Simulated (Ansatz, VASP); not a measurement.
**One calculation of SnO2, two programs**

File INCAR:

```
PREC = Accurate ; ENCUT = 600
EDIFF = 1E-6 ; ISMEAR = 0
SIGMA = 0.02 ; LREAL = F
LASPH = T ; NELM = 120
ALGO = Normal ; ISIF = 2
LWAVE = F ; LCHARG = F
GGA = PE ; NBANDS = 35
GGA_COMPAT = F
```

File KPOINTS:

```
Automatic mesh
0
Gamma
  6 6 8
```

The input POSCAR:

```
SnO2
1.0
    4.8265176529      0.0000000000      0.0000000000
    0.0000000000      4.8283676203      0.0000000000
    0.0000000000      0.0000000000      3.2381666493
Sn O
2 4
Direct
    0.5000000000      0.5000000000      0.5000000000
    0.0000000000      0.0000000000      0.0000000000
    0.3064962476      0.3066616299      0.0000000000
    0.8064962476      0.1933383701      0.5000000000
    0.1935037524      0.8066616299      0.5000000000
    0.6935037524      0.6933383701      0.0000000000
```

Input for Ansatz:

```yaml
crystal:
  lattice:
    - [4.8265176529, 0.0, 0.0]
    - [0.0, 4.8283676203, 0.0]
    - [0.0, 0.0, 3.2381666493]
  atoms:
    - { symbol: Sn, position: [0.5, 0.5, 0.5] }
    - { symbol: Sn, position: [0.0, 0.0, 0.0] }
    - { symbol: O, position: [0.3064962476, 0.3066616299, 0.0] }
    - { symbol: O, position: [0.8064962476, 0.1933383701, 0.5] }
    - { symbol: O, position: [0.1935037524, 0.8066616299, 0.5] }
    - { symbol: O, position: [0.6935037524, 0.6933383701, 0.0] }
basis:
  ecutwfc: 420
kpoints:
  mp_grid: { grid: [6, 6, 8] }
  band_path: { path: [VBM, CBM], npoints: 2 }
hamiltonian:
  xc: pbe
scf:
  occupations: { method: gaussian, width: 0.02 }
output:
  forces: true
  stress: true
  eigenvalues: true
checkpoint:
  read: start.run
  write: ck
  compress: false
  write_wavefunctions: false
  write_every: 100000
```

Alike in both runs: task single point; functional PBE; k mesh 6 × 6 × 8; occupations gaussian, width 0.02 eV; no spin polarisation.

```csv
,VASP,Ansatz
version,VASP 6.6.1,Ansatz 0.2.0
potentials or method,"VASP PAW PBE potentials, release 64 (Sn_d, O), cutoff 600 eV","scalar-relativistic, plane waves, PAW"
valence electrons in the cell,52,52
```

VASP gave:

- gap on the k mesh at the Fermi level (eV): 0.67
- least direct gap on the mesh (eV): 0.67
- pressure (GPa): 0.4
- traceless stress, the component that is largest in VASP (GPa): 0.18
- rms of the force components (eV/Å): 0.008

Question: Which values does Ansatz return?

Answer: gap on the k mesh at the Fermi level (eV): 0.68; least direct gap on the mesh (eV): 0.68; pressure (GPa): 0.0; traceless stress, the component that is largest in VASP (GPa): -0.01; rms of the force components (eV/Å): 0.000.

Atom by atom the forces differ by 0.008 eV/Å (rms over components). The functional is the same, so the differences come from potentials, cutoffs and numerics.
